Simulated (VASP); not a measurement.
A run of VASP 6.6.1:

The input INCAR:

```
SYSTEM = Si62As
PREC = Accurate
ENCUT = 520
EDIFF = 1E-7
ISMEAR = -1
SIGMA = 0.05
LREAL = Auto
LASPH = .TRUE.
NELM = 60
ALGO = Normal
ISIF = 2
LWAVE = .FALSE.
LCHARG = .FALSE.
GGA = CA
NELECT = 252.0
NBANDS = 164
```

File KPOINTS:

```
Automatic mesh
0
G
  1 1 1
  0 0 0
```

File POSCAR:

```
Si62As
1.0
   10.8600000000      0.0000000000      0.0000000000
    0.0000000000     10.8600000000      0.0000000000
    0.0000000000      0.0000000000     10.8600000000
Si As
62 1
Direct
    0.4988764273      0.0011235727     -0.0013090239
    0.6226953959      0.1250616022      0.1249383978
    0.7503808471      0.2492953959      0.0007046041
    0.8761065378      0.3758897790      0.1262172192
    0.7459581952     -0.0003962247      0.2503962247
    0.8721104052      0.1245708103      0.3740365562
   -0.0007031308     -0.0006952118     -0.0002073665
    0.1238049724      0.1256070902      0.1243929098
    0.2494354512      0.2505645488     -0.0005645488
    0.3743929098      0.3761950276      0.1243929098
    0.5006952118      0.5007031308     -0.0002073665
    0.6240365562      0.6278895948      0.1254291897
    0.7494252302      0.7505747698     -0.0007267956
    0.8721104052      0.8759634438      0.1254291897
    0.2486909761      0.0011235727      0.2488764273
    0.3749383978      0.1250616022      0.3726953959
    0.4988764273      0.2513090239      0.2488764273
    0.6243657459      0.3750826888      0.3743657459
    0.7472631676      0.5022438306      0.2506692449
    0.8812662983      0.6187337017      0.3709098527
    0.5003962247     -0.0003962247      0.4959581952
    0.6240365562      0.1245708103      0.6221104052
    0.7494252302      0.2507267956      0.4994252302
    0.8747502762      0.3745182320      0.6247502762
    0.7472631676     -0.0006692449      0.7477561694
    0.8761065378      0.1237827808      0.8741102210
   -0.0003948435      0.5003948435     -0.0001192449
    0.1241102210      0.6238934622      0.1262172192
    0.2507046041      0.7496191529      0.0007046041
    0.3749383978      0.8773046041      0.1249383978
   -0.0007031308      0.2502073665      0.2506952118
    0.1263873849      0.3736126151      0.3752687845
    0.2497926335      0.5007031308      0.2506952118
    0.3754291897      0.6278895948      0.3740365562
    0.5003962247      0.7540418048      0.2503962247
   -0.0022438306     -0.0006692449      0.4972631676
    0.1241102210      0.1237827808      0.6261065378
    0.2507046041      0.2492953959      0.5003808471
    0.3762172192      0.3758897790      0.6261065378
    0.5006692449      0.5022438306      0.4972631676
    0.6209098527      0.6187337017      0.6312662983
    0.8812662983      0.8790901473      0.6312662983
    0.2497926335     -0.0006952118      0.7492968692
    0.3743929098      0.1256070902      0.8738049724
    0.5006952118      0.2502073665      0.7492968692
    0.6252687845      0.3736126151      0.8763873849
    0.7510498158      0.4993132597      0.7506867403
    0.8747502762      0.6252497238      0.8754817680
   -0.0022438306      0.7527368324      0.2506692449
    0.1249173112      0.8756342541      0.3743657459
    0.0006867403      0.4993132597      0.5010498158
    0.1254817680      0.6252497238      0.6247502762
    0.2492732044      0.7505747698      0.4994252302
    0.3754291897      0.8759634438      0.6221104052
   -0.0003948435      0.2501192449      0.7496051565
    0.1248774401      0.3751225599      0.8748774401
    0.2498807551      0.5003948435      0.7496051565
    0.3762172192      0.6238934622      0.8741102210
    0.5006692449      0.7527368324      0.7477561694
    0.6243657459      0.8756342541      0.8749173112
    0.0006867403      0.7489501842      0.7506867403
    0.1263873849      0.8747312155      0.8763873849
    0.6388181400      0.8611818600      0.3888181400
```

Potentials or basis: VASP PAW LDA potentials, release 64 (Si, As).

Command:

```console
$ cat potpaw_LDA.64/Si/POTCAR potpaw_LDA.64/As/POTCAR > POTCAR
$ mpirun -np 1 vasp_gam > vasp.out
```

Hardware: 1 thread of Intel(R) Xeon(R) Platinum 8259CL CPU @ 2.50GHz (Skylake/Cascade Lake) (shared host).

Q: Estimate the wall time of this run.

A: Run time: 5.6 min on 1 thread of Intel(R) Xeon(R) Platinum 8259CL CPU @ 2.50GHz (Skylake/Cascade Lake) (shared host), peak memory 0.71 GiB. Counts: scf iterations 17, k points 1.
